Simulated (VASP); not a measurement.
# Ni3Ge (Pm-3m) in VASP: notebook

Aim: see how the results for Ni3Ge move with the level of theory and the settings. Levels: r2SCAN+D3(BJ), r2SCAN. Tasks: single point.

All numbers are computed with VASP 6.6.1; they aren't measurements. Logs are shortened: lines on timing, memory, paths and dates and some standing lists are left out, and cuts for length are marked.

## Step 1: The cell of the first run

Symmetry: Pm-3m, No. 221, cubic system. The conventional cell has a = 3.523 Å, b = 3.523 Å, c = 3.523 Å, α = 90.00°, β = 90.00°, γ = 90.00°. Within 3.3 Å of Ni (site symmetry 4/mmm) lie 8 Ni at 2.49 Å and 4 Ge at 2.49 Å. Ge (site symmetry m-3m) has 12 Ni at 2.49 Å within 3.3 Å.

## Step 2: Single point, r2SCAN+D3(BJ)

The input, POSCAR:

```
Ni3Ge
1.0
    3.5229266098      0.0000000000      0.0000000000
    0.0000000000      3.5229266098      0.0000000000
    0.0000000000      0.0000000000      3.5229266098
Ni Ge
3 1
Direct
    0.5000000000      0.0000000000      0.5000000000
    0.0000000000      0.5000000000      0.5000000000
    0.5000000000      0.5000000000      0.0000000000
    0.0000000000      0.0000000000      0.0000000000
```

The input, INCAR.step1:

```
  ALGO = Normal
  EDIFF = 1E-4
  ENCUT = 520
  GGA = PE
  ISMEAR = 0
  LASPH = True
  LCHARG = False
  LREAL = False
  LWAVE = True
  NBANDS = 30
  NELM = 100
  PREC = Accurate
  SIGMA = 0.1
```

The input, INCAR.step2:

```
  ALGO = Normal
  EDIFF = 1E-7
  ENCUT = 520
  ISIF = 2
  ISMEAR = 0
  ISTART = 1
  IVDW = 12
  LASPH = True
  LCHARG = False
  LMIXTAU = True
  LREAL = False
  LWAVE = False
  METAGGA = R2SCAN
  NBANDS = 30
  NELM = 100
  PREC = Accurate
  SIGMA = 0.1
  VDW_A1 = 0.49484001
  VDW_A2 = 5.73083694
  VDW_S6 = 1.0
  VDW_S8 = 0.78981345
```

The input, KPOINTS:

```
k-points
0
Gamma
  12 12 12
```

Potentials or basis: VASP PAW PBE potentials, release 64 (Ni, Ge_d).

On the command line:

```sh
> cat potpaw_PBE.64/Ni/POTCAR potpaw_PBE.64/Ge_d/POTCAR > POTCAR
> cp INCAR.step1 INCAR
> mpirun -np 1 vasp_std > vasp.out
> cp INCAR.step2 INCAR
> mpirun -np 1 vasp_std > vasp.out
```

OUTCAR:

```text
EDIFF = 1E-7
   ENCUT = 520
   ISIF = 2
   ISMEAR = 0
   ISTART = 1
   IVDW = 12
   LASPH = True
   LREAL = False
   METAGGA = R2SCAN
   NELM = 100
   PREC = Accurate
 IVDW          = 12

 ion  position               nearest neighbor table
   1  0.500  0.000  0.500-   2 2.49   3 2.49   4 2.49   3 2.49   4 2.49   2 2.49   3 2.49   3 2.49
                             2 2.49   4 2.49   4 2.49   2 2.49
   2  0.000  0.500  0.500-   1 2.49   3 2.49   4 2.49   3 2.49   4 2.49   1 2.49   4 2.49   4 2.49
                             1 2.49   3 2.49   3 2.49   1 2.49
   3  0.500  0.500  0.000-   1 2.49   2 2.49   4 2.49   1 2.49   2 2.49   1 2.49   4 2.49   1 2.49
                             2 2.49   4 2.49   2 2.49   4 2.49
   4  0.000  0.000  0.000-   1 2.49   2 2.49   3 2.49   1 2.49   2 2.49   2 2.49   3 2.49   2 2.49
                             1 2.49   3 2.49   1 2.49   3 2.49

  LATTYP: Found a simple cubic cell.
 ALAT       =     3.5229266098

  Lattice vectors:

 A1 = (   3.5229266098,   0.0000000000,   0.0000000000)
 A2 = (   0.0000000000,   3.5229266098,   0.0000000000)
 A3 = (   0.0000000000,   0.0000000000,   3.5229266098)

Analysis of symmetry for initial positions (statically):
=====================================================================
 Subroutine PRICEL returns:
 Original cell was already a primitive cell.

 Routine SETGRP: Setting up the symmetry group for a
 simple cubic supercell.

 Subroutine GETGRP returns: Found 48 space group operations
 (whereof 48 operations were pure point group operations)
 out of a pool of 48 trial point group operations.

The static configuration has the point symmetry O_h .

Analysis of symmetry for dynamics (positions and initial velocities):
=====================================================================
 Subroutine PRICEL returns:
 Original cell was already a primitive cell.

 Routine SETGRP: Setting up the symmetry group for a
 simple cubic supercell.

 Subroutine GETGRP returns: Found 48 space group operations
 (whereof 48 operations were pure point group operations)
 out of a pool of 48 trial point group operations.

The dynamic configuration has the point symmetry O_h .

 Subroutine INISYM returns: Found 48 space group operations
 (whereof 48 operations are pure point group operations),
 and found     1 'primitive' translations

----------------------------------------------------------------------------------------

                                     Primitive cell

  volume of cell :      43.7231

  direct lattice vectors                    reciprocal lattice vectors
     3.522926610  0.000000000  0.000000000     0.283854906  0.000000000  0.000000000
     0.000000000  3.522926610  0.000000000     0.000000000  0.283854906  0.000000000
     0.000000000  0.000000000  3.522926610     0.000000000  0.000000000  0.283854906

  length of vectors
     3.522926610  3.522926610  3.522926610     0.283854906  0.283854906  0.283854906

  position of ions in fractional coordinates (direct lattice)
     0.500000000  0.000000000  0.500000000
     0.000000000  0.500000000  0.500000000
     0.500000000  0.500000000  0.000000000
     0.000000000  0.000000000  0.000000000

  ion indices of the primitive-cell ions
   primitive index   ion index
                 1           1
                 2           2
                 3           3
                 4           4

----------------------------------------------------------------------------------------

 KPOINTS: k-points

Automatic generation of k-mesh.
 Grid dimensions read from file:
 generate k-points for:   12   12   12

 Generating k-lattice:

  Cartesian coordinates                     Fractional coordinates (reciprocal lattice)
     0.023654575  0.000000000  0.000000000     0.083333333  0.000000000  0.000000000
     0.000000000  0.023654575  0.000000000     0.000000000  0.083333333  0.000000000
     0.000000000  0.000000000  0.023654575     0.000000000  0.000000000  0.083333333

  Length of vectors
     0.023654575  0.023654575  0.023654575

  Shift w.r.t. Gamma in fractional coordinates (k-lattice)
     0.000000000  0.000000000  0.000000000

 Subroutine IBZKPT returns following result:
 ===========================================

 Found     84 irreducible k-points:

 Following reciprocal coordinates:
            Coordinates               Weight
  0.000000  0.000000  0.000000      1.000000
  0.083333  0.000000  0.000000      6.000000
  0.166667  0.000000  0.000000      6.000000
  0.250000  0.000000  0.000000      6.000000
  0.333333  0.000000  0.000000      6.000000
  0.416667  0.000000  0.000000      6.000000
[... 16 lines left out ...]
  0.333333  0.333333  0.000000     12.000000
  0.416667  0.333333  0.000000     24.000000
 [... further k-points ...]
   k-points           NKPTS =     84   k-points in BZ     NKDIM =     84   number of bands    NBANDS=     30
   number of dos      NEDOS =    301   number of ions     NIONS =      4
   total plane-waves  NPLWV =  21952
   dimension x,y,z NGX =    28 NGY =   28 NGZ =   28
   dimension x,y,z NGXF=    56 NGYF=   56 NGZF=   56
   ions per type =               3   1
   NGX,Y,Z   is equivalent  to a cutoff of  13.21, 13.21, 13.21 a.u.
   NGXF,Y,Z  is equivalent  to a cutoff of  26.43, 26.43, 26.43 a.u.
 SYSTEM =  unknown system
   PREC   = accura    normal or accurate (medium, high low for compatibility)
   ISTART =      1    job   : 0-new  1-cont  2-samecut
   ICHARG =      0    charge: 1-file 2-atom 10-const
   ISPIN  =      1    spin polarized calculation?
   LNONCOLLINEAR =      F non collinear calculations
   LSORBIT =      F    spin-orbit coupling
   LASPH  =      T    aspherical Exc in radial PAW
   ENCUT  =  520.0 eV  38.22 Ry    6.18 a.u.   6.55  6.55  6.55*2*pi/ulx,y,z
   NELM   =    100;   NELMIN=  2; NELMDL=  0     # of ELM steps
   EDIFF  = 0.1E-06   stopping-criterion for ELM
   LREAL  =      F    real-space projection
   EDIFFG = 0.1E-05   stopping-criterion for IOM
   NSW    =      0    number of steps for IOM
   IBRION =     -1    ionic relax: 0-MD 1-quasi-New 2-CG
   NFREE  =      0    steps in history (QN), initial steepest desc. (CG)
   ISIF   =      2    stress and relaxation
   ISYM   =      2    0-nonsym 1-usesym 2-fastsym
   POTIM  = 0.5000    time-step for ionic-motion
   TEBEG  =    0.0;   TEEND  =   0.0 temperature during run
   PSTRESS=    0.0 pullay stress
   NELECT =      44.0000    total number of electrons
   NUPDOWN=      -1.0000    fix difference up-down
   EMIN   =  10.00;   EMAX   =-10.00  energy-range for DOS
   EFERMI =   0.00;   METHOD = LEGACY
   ISMEAR =     0;   SIGMA  =   0.10  broadening in eV -4-tet -1-fermi 0-gaus
   EFERMI_NEDOS =   21; number of points for ismear=-14 and -15
   IALGO  =     38    algorithm
   IMIX   =      4    mixing-type and parameters
     AMIX     =   0.40;   BMIX     =  1.00
     AMIX_MAG =   1.60;   BMIX_MAG =  1.00
  volume/ion in A,a.u.               =      10.93        73.76
  Fermi-wavevector in a.u.,A,eV,Ry     =   1.640547  3.100185 36.618664  2.691396
  Thomas-Fermi vector in A             =   2.731167
   LORBIT       =      0    0 simple, 1 ext, 2 COOP (PROOUT), +10 PAW based schemes
   METAGGA = R2SCAN    functional components
   LHFCALC =     F    Hartree Fock is set to
   AEXX    =    0.0000 exact exchange contribution
   IVDW    =    12    specifies the selected vdW correction
   LEPSILON=     F    determine dielectric tensor
   LRPA    =     F    only Hartree local field effects (RPA)
 non-spin polarized calculation
 Gauss-broadening in eV      SIGMA  =   0.10
  energy-cutoff  :      520.00
  volume of cell :       43.72
 maximum number of plane-waves:      1208
 NGX is ok and might be reduce to    28
   NGX = 13   NGY = 13   NGZ = 13

 number of electron      43.9999969 magnetization

 Free energy of the ion-electron system (eV)
  ---------------------------------------------------
  ext. energy  EPLUGINS =         0.00000000
  ---------------------------------------------------
  free energy    TOTEN  =       -50.74912291 eV

  energy without entropy =      -50.73852152  energy(sigma->0) =      -50.74382222

 E-fermi :  10.2739     XC(G=0): -14.7960

 val. band max:       10.2720189772   @ k =   0.0833   0.0833   0.0000
 cond. band min:      10.2741410820   @ k =   0.4167   0.4167   0.3333
 fundamental gap:      0.0021221048
 Fermi energy:        10.2739466142

 k-point     1 :       0.0000    0.0000    0.0000
  band No.  band energies     occupation
      1     -15.1643      2.00000
      2     -15.1643      2.00000
      3     -15.1492      2.00000
      4     -15.1492      2.00000
      5     -15.1492      2.00000
      6      -2.8532      2.00000
[... 22 lines left out ...]
     29      21.4737      0.00000
     30      21.4737      0.00000

 k-point     2 :       0.0833    0.0000    0.0000
  band No.  band energies     occupation
      1     -15.1640      2.00000
      2     -15.1624      2.00000
      3     -15.1492      2.00000
      4     -15.1492      2.00000
      5     -15.1491      2.00000
      6      -2.7704      2.00000
[... 22 lines left out ...]
     29      21.2656      0.00000
     30      21.2656      0.00000

 k-point     3 :       0.1667    0.0000    0.0000
  band No.  band energies     occupation
      1     -15.1631      2.00000
      2     -15.1571      2.00000
      3     -15.1493      2.00000
      4     -15.1493      2.00000
      5     -15.1488      2.00000
      6      -2.5261      2.00000
[... 22 lines left out ...]
     29      20.4954      0.00000
     30      20.6573      0.00000

 k-point     4 :       0.2500    0.0000    0.0000
  band No.  band energies     occupation
      1     -15.1619      2.00000
      2     -15.1499      2.00000
      3     -15.1495      2.00000
      4     -15.1495      2.00000
      5     -15.1485      2.00000
      6      -2.1349      2.00000
[... 616 lines left out ...]
     29      21.3637      0.00000
     30      21.9963      0.00000

 k-point    23 :       0.3333    0.3333    0.0000
  band No.  band energies     occupation
      1     -15.1576      2.00000
      2     -15.1502      2.00000
      3     -15.1492      2.00000
      4     -15.1489      2.00000
      5     -15.1303      2.00000
      6      -0.5641      2.00000
[... 22 lines left out ...]
     29      20.9311      0.00000
     30      21.5063      0.00000

 k-point    24 :       0.4167    0.3333    0.0000
  band No.  band energies     occupation
      1     -15.1593      2.00000
      2     -15.1493      2.00000
      3     -15.1491      2.00000
      4     -15.1489      2.00000
      5     -15.1261      2.00000
      6      -0.1469      2.00000
[... 22 lines left out ...]
     29      20.6908      0.00000
     30      21.8613      0.00000

 [... further k-points ...]

------------------------ aborting loop because EDIFF is reached ----------------------------------------

 Edisp (eV)   -0.93222

 E8    (eV) :    -0.3178

  FORCE on cell =-STRESS in cart. coord.  units (eV):
  Direction    XX          YY          ZZ          XY          YZ          ZX
  --------------------------------------------------------------------------------------
  -------------------------------------------------------------------------------------
  Total      -0.34795    -0.34795    -0.34795    -0.00000     0.00000    -0.00000
  in kB     -12.75015   -12.75015   -12.75015    -0.00000     0.00000    -0.00000
  external pressure =      -12.75 kB  Pullay stress =        0.00 kB

 VOLUME and BASIS-vectors are now :
 -----------------------------------------------------------------------------
  energy-cutoff  :      520.00
  volume of cell :       43.72
      direct lattice vectors                 reciprocal lattice vectors
     3.522926610  0.000000000  0.000000000     0.283854906  0.000000000  0.000000000
     0.000000000  3.522926610  0.000000000     0.000000000  0.283854906  0.000000000
     0.000000000  0.000000000  3.522926610     0.000000000  0.000000000  0.283854906

 POSITION                                       TOTAL-FORCE (eV/Angst)
 -----------------------------------------------------------------------------------
      1.76146      0.00000      1.76146         0.000000      0.000000      0.000000
      0.00000      1.76146      1.76146         0.000000      0.000000      0.000000
      1.76146      1.76146      0.00000         0.000000      0.000000      0.000000
      0.00000      0.00000      0.00000         0.000000      0.000000      0.000000
 -----------------------------------------------------------------------------------
    total drift:                                0.000000      0.000000      0.000000

  FREE ENERGIE OF THE ION-ELECTRON SYSTEM (eV)
  ---------------------------------------------------
  free  energy   TOTEN  =       -51.6813382764 eV

  energy  without entropy=      -51.6707368833  energy(sigma->0) =      -51.67603758
```

Run time: 13 min. Hardware: 1 thread of Intel Xeon 8259CL, shared host; peak memory 0.24 GiB.

What came out:

- Free energy: -51.6813 eV
- Pressure: -1.3 GPa
- Band gap on the k mesh: zero (bands 22 and 23 overlap by 0.27 eV)
- Dispersion energy per atom: -0.233 eV

Caveat: three body term missing; the PAW data sets were made with another functional, which shifts forces and pressure a little.

[end of part 1 of 2]

The gap in the log of VASP goes by the Fermi energy; the results here count the filled bands.